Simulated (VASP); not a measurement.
# BIr12 in VASP: notebook

Runs on BIr12. Level: PBE. Tasks: single point.

Program: VASP 6.6.1. These are calculated values, not measurements. Logs are shortened: lines on timing, memory, paths and dates and some standing lists are left out, and cuts for length are marked.

**1. The cell of the first run**

The cell holds a slab with vacuum, 13 atoms: a = 5.431 Å, b = 5.431 Å, c = 15.434 Å, α = 90.00°, β = 90.00°, γ = 60.00°.

**2. Single point, PBE**

The input, INCAR:

```
SYSTEM = BIr12
ALGO = Normal ; EDIFF = 1E-6
ENCUT = 520 ; GGA = PE
ISIF = 2 ; ISMEAR = 0
LASPH = .TRUE. ; LCHARG = .FALSE.
LREAL = .FALSE. ; LWAVE = .FALSE.
NBANDS = 68 ; NELM = 100
PREC = Accurate ; SIGMA = 0.05
```

The input, KPOINTS:

```
k-points
0
G
  4 4 1
  0 0 0
```

The input, POSCAR:

```
BIr12
1.0
    5.4305800000      0.0000000000      0.0000000000
    2.7152900000      4.7030200000      0.0000000000
    0.0000000000      0.0000000000     15.4340500000
Ir B
12 1
Direct
    0.1666666312      0.1666667375      0.0647918077
    0.6666666312      0.1666667375      0.0647918077
    0.1666666312      0.6666667375      0.0647918077
    0.6666666312      0.6666667375      0.0647918077
   -0.1620029696      0.3295799295      0.2094048549
    0.3329029004      0.3335633274      0.2066249623
   -0.1620134154      0.8324682863      0.2095271170
    0.3395855707      0.8301910262      0.2042434099
    0.0256779933     -0.0128124056      0.3533150404
    0.5256987864     -0.0003293628      0.3550933164
    0.0158990492      0.4920266127      0.3490483055
    0.5258088362      0.4745080820      0.3550927981
    0.4521741345      0.7737538858      0.4390116010
```

Potentials or basis: VASP PAW PBE potentials, release 64 (Ir, B).

Launch:

```
$ cat potpaw_PBE.64/Ir/POTCAR potpaw_PBE.64/B/POTCAR > POTCAR
$ mpirun -np 1 vasp_std > vasp.out
```

OUTCAR:

```text
SYSTEM = BIr12
   EDIFF = 1E-6
   ENCUT = 520
   GGA = PE
   ISIF = 2
   ISMEAR = 0
   LASPH = .TRUE.
   LREAL = .FALSE.
   NELM = 100
   PREC = Accurate

 ion  position               nearest neighbor table
   1  0.167  0.167  0.065-   8 2.67   6 2.69   5 2.71   3 2.72   3 2.72   4 2.72   4 2.72   2 2.72
                             2 2.72
   2  0.667  0.167  0.065-   6 2.69   4 2.72   3 2.72   4 2.72   3 2.72   1 2.72   1 2.72   5 2.73
                             7 2.73
   3  0.167  0.667  0.065-   8 2.67   6 2.69   1 2.72   1 2.72   2 2.72   2 2.72   4 2.72   4 2.72
                             7 2.72
   4  0.667  0.667  0.065-   8 2.65   2 2.72   1 2.72   2 2.72   1 2.72   3 2.72   3 2.72   5 2.74
                             7 2.74
   5  0.838  0.330  0.209-  11 2.68  12 2.69   6 2.70   7 2.70   8 2.71   1 2.71   8 2.72   2 2.73
                             7 2.73   6 2.73   4 2.74   9 2.74
   6  0.333  0.334  0.207-  11 2.66   3 2.69   1 2.69   2 2.69   5 2.70   7 2.70   8 2.72   8 2.72
                             7 2.73   5 2.73  12 2.78  10 2.78
   7  0.838  0.832  0.210-  11 2.68  10 2.68   6 2.70   5 2.70   8 2.71   3 2.72   8 2.72   5 2.73
                             2 2.73   6 2.73   4 2.74   9 2.74
   8  0.340  0.830  0.204-   4 2.65   3 2.67   1 2.67   5 2.71   7 2.71   6 2.72   6 2.72   7 2.72
                             5 2.72   9 2.73  10 2.87  12 2.87
   9  0.026  0.987  0.353-  13 2.40  12 2.68  10 2.68  11 2.72  11 2.72   8 2.73   7 2.74   5 2.74
                            10 2.75  12 2.75
  10  0.526  1.000  0.355-  13 1.96  12 2.58   9 2.68   7 2.68  11 2.71  11 2.72   9 2.75   6 2.78
                            12 2.85   8 2.87
  11  0.016  0.492  0.349-   6 2.66   7 2.68   5 2.68  12 2.71  10 2.71   9 2.72   9 2.72  10 2.72
                            12 2.72
  12  0.526  0.475  0.355-  13 1.96  10 2.58   9 2.68   5 2.69  11 2.71  11 2.72   9 2.75   6 2.78
                            10 2.85   8 2.87
  13  0.452  0.774  0.439-  12 1.96  10 1.96   9 2.40

  LATTYP: Found a hexagonal cell.
 ALAT       =     5.4305797945
 C/A-ratio  =     2.8420630180

  Lattice vectors:

 A1 = (  -2.7152900000,  -4.7030200000,   0.0000000000)
 A2 = (   5.4305800000,   0.0000000000,   0.0000000000)
 A3 = (   0.0000000000,   0.0000000000,  15.4340500000)

Analysis of symmetry for initial positions (statically):
=====================================================================
 Subroutine PRICEL returns:
 Original cell was already a primitive cell.

 Routine SETGRP: Setting up the symmetry group for a
 hexagonal supercell.

 Subroutine GETGRP returns: Found  1 space group operations
 (whereof  1 operations were pure point group operations)
 out of a pool of 24 trial point group operations.

The static configuration has the point symmetry C_1 .

Analysis of symmetry for dynamics (positions and initial velocities):
=====================================================================
 Subroutine PRICEL returns:
 Original cell was already a primitive cell.

 Routine SETGRP: Setting up the symmetry group for a
 hexagonal supercell.

 Subroutine GETGRP returns: Found  1 space group operations
 (whereof  1 operations were pure point group operations)
 out of a pool of 24 trial point group operations.

The dynamic configuration has the point symmetry C_1 .

 Subroutine INISYM returns: Found  1 space group operations
 (whereof  1 operations are pure point group operations),
 and found     1 'primitive' translations

----------------------------------------------------------------------------------------

                                     Primitive cell

  volume of cell :     394.1876

  direct lattice vectors                    reciprocal lattice vectors
     5.430580000  0.000000000  0.000000000     0.184142394 -0.106314666  0.000000000
     2.715290000  4.703020000  0.000000000     0.000000000  0.212629332  0.000000000
     0.000000000  0.000000000 15.434050000     0.000000000  0.000000000  0.064791808

  length of vectors
     5.430580000  5.430579795 15.434050000     0.212629324  0.212629332  0.064791808

  position of ions in fractional coordinates (direct lattice)
     0.166666631  0.166666738  0.064791808
     0.666666631  0.166666738  0.064791808
     0.166666631  0.666666738  0.064791808
     0.666666631  0.666666738  0.064791808
     0.837997030  0.329579929  0.209404855
     0.332902900  0.333563327  0.206624962
     0.837986585  0.832468286  0.209527117
     0.339585571  0.830191026  0.204243410
     0.025677993  0.987187594  0.353315040
     0.525698786  0.999670637  0.355093316
     0.015899049  0.492026613  0.349048305
     0.525808836  0.474508082  0.355092798
     0.452174134  0.773753886  0.439011601

  ion indices of the primitive-cell ions
   primitive index   ion index
                 1           1
                 2           2
                 3           3
                 4           4
                 5           5
                 6           6
                 7           7
                 8           8
                 9           9
                10          10
                11          11
                12          12
                13          13

----------------------------------------------------------------------------------------

 KPOINTS: k-points

Automatic generation of k-mesh.
 Grid dimensions read from file:
 generate k-points for:    4    4    1

 Generating k-lattice:

  Cartesian coordinates                     Fractional coordinates (reciprocal lattice)
     0.046035598 -0.026578666  0.000000000     0.250000000  0.000000000  0.000000000
     0.000000000  0.053157333  0.000000000     0.000000000  0.250000000  0.000000000
     0.000000000  0.000000000  0.064791808     0.000000000  0.000000000  1.000000000

  Length of vectors
     0.053157331  0.053157333  0.064791808

  Shift w.r.t. Gamma in fractional coordinates (k-lattice)
     0.000000000  0.000000000  0.000000000

 Subroutine IBZKPT returns following result:
 ===========================================

 Found     10 irreducible k-points:

 Following reciprocal coordinates:
            Coordinates               Weight
  0.000000  0.000000  0.000000      1.000000
  0.250000  0.000000  0.000000      2.000000
  0.250000  0.250000  0.000000      2.000000
  0.000000  0.250000  0.000000      2.000000
  0.500000  0.000000  0.000000      1.000000
  0.500000  0.500000  0.000000      1.000000
  0.000000  0.500000  0.000000      1.000000
  0.500000  0.250000  0.000000      2.000000
  0.250000  0.500000  0.000000      2.000000
 -0.250000  0.250000  0.000000      2.000000
   k-points           NKPTS =     10   k-points in BZ     NKDIM =     10   number of bands    NBANDS=     68
   number of dos      NEDOS =    301   number of ions     NIONS =     13
   total plane-waves  NPLWV = 192000
   dimension x,y,z NGX =    40 NGY =   40 NGZ =  120
   dimension x,y,z NGXF=    80 NGYF=   80 NGZF=  240
   ions per type =              12   1
   NGX,Y,Z   is equivalent  to a cutoff of  12.25, 12.25, 12.93 a.u.
   NGXF,Y,Z  is equivalent  to a cutoff of  24.49, 24.49, 25.85 a.u.
 SYSTEM =  BIr12
   PREC   = accura    normal or accurate (medium, high low for compatibility)
   ISTART =      0    job   : 0-new  1-cont  2-samecut
   ICHARG =      2    charge: 1-file 2-atom 10-const
   ISPIN  =      1    spin polarized calculation?
   LNONCOLLINEAR =      F non collinear calculations
   LSORBIT =      F    spin-orbit coupling
   LASPH  =      T    aspherical Exc in radial PAW
   ENCUT  =  520.0 eV  38.22 Ry    6.18 a.u.  10.10 10.10 28.70*2*pi/ulx,y,z
   NELM   =    100;   NELMIN=  2; NELMDL= -5     # of ELM steps
   EDIFF  = 0.1E-05   stopping-criterion for ELM
   LREAL  =      F    real-space projection
   EDIFFG = 0.1E-04   stopping-criterion for IOM
   NSW    =      0    number of steps for IOM
   IBRION =     -1    ionic relax: 0-MD 1-quasi-New 2-CG
   NFREE  =      0    steps in history (QN), initial steepest desc. (CG)
   ISIF   =      2    stress and relaxation
   ISYM   =      2    0-nonsym 1-usesym 2-fastsym
   POTIM  = 0.5000    time-step for ionic-motion
   TEBEG  =    0.0;   TEEND  =   0.0 temperature during run
   PSTRESS=    0.0 pullay stress
   NELECT =     111.0000    total number of electrons
   NUPDOWN=      -1.0000    fix difference up-down
   EMIN   =  10.00;   EMAX   =-10.00  energy-range for DOS
   EFERMI =   0.00;   METHOD = LEGACY
   ISMEAR =     0;   SIGMA  =   0.05  broadening in eV -4-tet -1-fermi 0-gaus
   EFERMI_NEDOS =   21; number of points for ismear=-14 and -15
   IALGO  =     38    algorithm
   IMIX   =      4    mixing-type and parameters
     AMIX     =   0.40;   BMIX     =  1.00
     AMIX_MAG =   1.60;   BMIX_MAG =  1.00
  volume/ion in A,a.u.               =      30.32       204.62
  Fermi-wavevector in a.u.,A,eV,Ry     =   1.073037  2.027747 15.665873  1.151409
  Thomas-Fermi vector in A             =   2.208825
   LORBIT       =      0    0 simple, 1 ext, 2 COOP (PROOUT), +10 PAW based schemes
   GGA     = PE    functional components
   LHFCALC =     F    Hartree Fock is set to
   AEXX    =    0.0000 exact exchange contribution
   IVDW    =     0    specifies the selected vdW correction
   LEPSILON=     F    determine dielectric tensor
   LRPA    =     F    only Hartree local field effects (RPA)
 non-spin polarized calculation
 Gauss-broadening in eV      SIGMA  =   0.05
  energy-cutoff  :      520.00
  volume of cell :      394.19
 maximum number of plane-waves:     10640
   NGX = 21   NGY = 21   NGZ = 57

 number of electron     111.0000003 magnetization

 Free energy of the ion-electron system (eV)
  ---------------------------------------------------
  ext. energy  EPLUGINS =         0.00000000
  ---------------------------------------------------
  free energy    TOTEN  =      -105.18699379 eV

  energy without entropy =     -105.16248005  energy(sigma->0) =     -105.17473692

 E-fermi :   1.5667     XC(G=0):  -7.4961

 val. band max:        1.5639310339   @ k =   0.0000   0.2500   0.0000
 cond. band min:       1.5719719517   @ k =   0.2500   0.5000   0.0000
 fundamental gap:      0.0080409178
 Fermi energy:         1.5666559647

 k-point     1 :       0.0000    0.0000    0.0000
  band No.  band energies     occupation
      1      -8.8167      2.00000
      2      -7.6129      2.00000
      3      -6.2878      2.00000
      4      -5.9384      2.00000
      5      -5.8166      2.00000
      6      -5.7929      2.00000
[... 59 lines left out ...]
     66       3.1260      0.00000
     67       3.1267      0.00000

 k-point     2 :       0.2500    0.0000    0.0000
  band No.  band energies     occupation
      1      -8.2970      2.00000
      2      -7.2256      2.00000
      3      -5.8453      2.00000
      4      -5.7119      2.00000
      5      -5.5177      2.00000
      6      -5.3440      2.00000
[... 59 lines left out ...]
     66       3.2029      0.00000
     67       3.9937      0.00000

 k-point     3 :       0.2500    0.2500    0.0000
  band No.  band energies     occupation
      1      -8.2452      2.00000
      2      -7.1313      2.00000
      3      -5.8462      2.00000
      4      -5.7317      2.00000
      5      -5.5050      2.00000
      6      -5.3743      2.00000
[... 479 lines left out ...]
     66       2.4333      0.00000
     67       2.6537      0.00000

 k-point    10 :      -0.2500    0.2500    0.0000
  band No.  band energies     occupation
      1      -7.4187      2.00000
      2      -6.5599      2.00000
      3      -5.7060      2.00000
      4      -5.5919      2.00000
      5      -4.9907      2.00000
      6      -4.8738      2.00000
[... 59 lines left out ...]
     66       2.4063      0.00000
     67       2.6895      0.00000
 [bands above 67 left out]

------------------------ aborting loop because EDIFF is reached ----------------------------------------

  FORCE on cell =-STRESS in cart. coord.  units (eV):
  Direction    XX          YY          ZZ          XY          YZ          ZX
  --------------------------------------------------------------------------------------
  -------------------------------------------------------------------------------------
  Total       -5.1017285     -3.3388170      0.0782565      1.5104918      1.2046465     -2.0742067
  in kB      -20.7360000    -13.5706377      0.3180739      6.1394010      4.8962913     -8.4306232
  external PRESSURE =     -11.3295213 kB  Pullay stress =       0.0000000 kB

 VOLUME and BASIS-vectors are now :
 -----------------------------------------------------------------------------
  energy-cutoff  :      520.00
  volume of cell :      394.19
      direct lattice vectors                 reciprocal lattice vectors
     5.430580000  0.000000000  0.000000000     0.184142394 -0.106314666  0.000000000
     2.715290000  4.703020000  0.000000000     0.000000000  0.212629332  0.000000000
     0.000000000  0.000000000 15.434050000     0.000000000  0.000000000  0.064791808

 POSITION                                       TOTAL-FORCE (eV/Angst)
 -----------------------------------------------------------------------------------
      1.35764      0.78384      1.00000        -0.011929     -0.172127     -0.091098
      4.07293      0.78384      1.00000         0.103301     -0.062711     -0.041049
      2.71529      3.13535      1.00000         0.140271      0.098452     -0.088205
      5.43058      3.13535      1.00000        -0.068048      0.042731      0.139621
      5.44572      1.55002      3.23197         0.048390     -0.023304      0.022828
      2.71358      1.56876      3.18906         0.043061     -0.025147     -0.008224
      6.81115      3.91511      3.23385         0.043401     -0.029447      0.009761
      4.09836      3.90441      3.15230         0.038449     -0.021851      0.051969
      2.81995      4.64276      5.45308         0.075319     -0.044913      0.202095
      5.56924      4.70147      5.48053         0.176497      0.039215     -0.093070
      1.42234      2.31401      5.38723         0.084043     -0.049164     -0.003326
      4.14387      2.23162      5.48052         0.050403     -0.177944     -0.104198
      4.55653      3.63898      6.77573        -0.723159      0.426208      0.002897
 -----------------------------------------------------------------------------------
    total drift:                                0.000010     -0.000004     -0.000007

  FREE ENERGIE OF THE ION-ELECTRON SYSTEM (eV)
  ---------------------------------------------------
  free  energy   TOTEN  =      -105.1869937884 eV

  energy  without entropy=     -105.1624800533  energy(sigma->0) =     -105.17473692
```

Wall time 22 min (1 thread of Intel Xeon Platinum 8175M at 2.50GHz (Skylake/Cascade Lake), shared host); peak memory 0.57 GiB.

What came out:

| Item | Value |
| --- | --- |
| Free energy | -105.1870 eV |
| Largest force | 0.839 eV/Å |
| Band gap on the k mesh | zero (an odd number of electrons rules out a gap without spin polarisation) |

Forces on the atoms (eV/Å):
```
Ir  -0.012 -0.172 -0.091
Ir   0.103 -0.063 -0.041
Ir   0.140  0.098 -0.088
Ir  -0.068  0.043  0.140
Ir   0.048 -0.023  0.023
Ir   0.043 -0.025 -0.008
Ir   0.043 -0.029  0.010
Ir   0.038 -0.022  0.052
Ir   0.075 -0.045  0.202
Ir   0.176  0.039 -0.093
Ir   0.084 -0.049 -0.003
Ir   0.050 -0.178 -0.104
B   -0.723  0.426  0.003
```

Caveat: spin-orbit coupling is left out, which moves the levels of the heavy elements.

**3. Single point, PBE**

The input, INCAR:

```
PREC = Accurate
ENCUT = 520
EDIFF = 1E-6
ISMEAR = 0
SIGMA = 0.05
LREAL = False
LASPH = True
NELM = 100
ALGO = Normal
ISIF = 2
LWAVE = False
LCHARG = True
GGA = PE
LELF = True
LVHAR = True
NBANDS = 68
```

The input, KPOINTS:

```
regular mesh
0
Gamma
  4 4 1
```

The input, POSCAR:

```
BIr12
1.0
    5.4305800000      0.0000000000      0.0000000000
    2.7152900000      4.7030200000      0.0000000000
    0.0000000000      0.0000000000     15.4340500000
Ir B
12 1
Direct
    0.1666666312      0.1666667375      0.0647918077
    0.6666666312      0.1666667375      0.0647918077
    0.1666666312      0.6666667375      0.0647918077
    0.6666666312      0.6666667375      0.0647918077
   -0.1582714045      0.3283235028      0.2090517395
    0.3371303270      0.3314414993      0.2067754737
   -0.1583267223      0.8300770569      0.2092123584
    0.3423255308      0.8287957525      0.2046804954
    0.0263175566     -0.0131222066      0.3557295072
    0.5297018555     -0.0022370732      0.3545325433
    0.0194154135      0.4902401010      0.3487351019
    0.5298641316      0.4723114084      0.3545011841
    0.4066297642      0.7964952307      0.4354403413
```

Potentials or basis: VASP PAW PBE potentials, release 64 (Ir, B).

Launch:

```
$ cat potpaw_PBE.64/Ir/POTCAR potpaw_PBE.64/B/POTCAR > POTCAR
$ mpirun -np 1 vasp_std > vasp.out
```

Wall time 22 min (1 thread of Intel Xeon Platinum 8175M at 2.50GHz (Skylake/Cascade Lake), shared host); peak memory 0.57 GiB.

Results (log left out):

| Quantity | Value |
| --- | --- |
| Free energy | -105.4041 eV |
| Largest force | 0.797 eV/Å |
| Band gap on the k mesh | zero (an odd number of electrons rules out a gap without spin polarisation) |

Forces on the atoms (eV/Å):
```
Ir  -0.004 -0.231 -0.033
Ir   0.152 -0.092 -0.034
Ir   0.194  0.122 -0.028
Ir  -0.069  0.045  0.093
Ir   0.061 -0.018 -0.015
Ir   0.058 -0.034  0.013
Ir   0.046 -0.046 -0.031
Ir   0.040 -0.021  0.058
Ir  -0.029  0.013  0.152
Ir   0.146  0.037 -0.072
Ir   0.057 -0.032  0.014
Ir   0.038 -0.143 -0.076
B   -0.689  0.400 -0.040
```

Levels at points of the mesh, in eV from the Fermi level:
```
           k point  band 54  band 55  band 56  band 57  band 58  band 59  band 60  band 61
(0.00, 0.00, 0.00)     0.43     0.54     0.69     0.78     0.83     1.04     1.07     1.08
(0.50, 0.00, 0.00)    -0.69    -0.69    -0.53    -0.41    -0.27     0.14     0.19     0.56
(0.50, 0.50, 0.00)    -0.72    -0.62    -0.55    -0.44    -0.35     0.10     0.26     0.62
(0.00, 0.50, 0.00)    -0.72    -0.62    -0.55    -0.44    -0.35     0.10     0.26     0.62
```

Caveat: spin-orbit coupling is left out, which moves the levels of the heavy elements.

(Continued in part 2 of 2.)
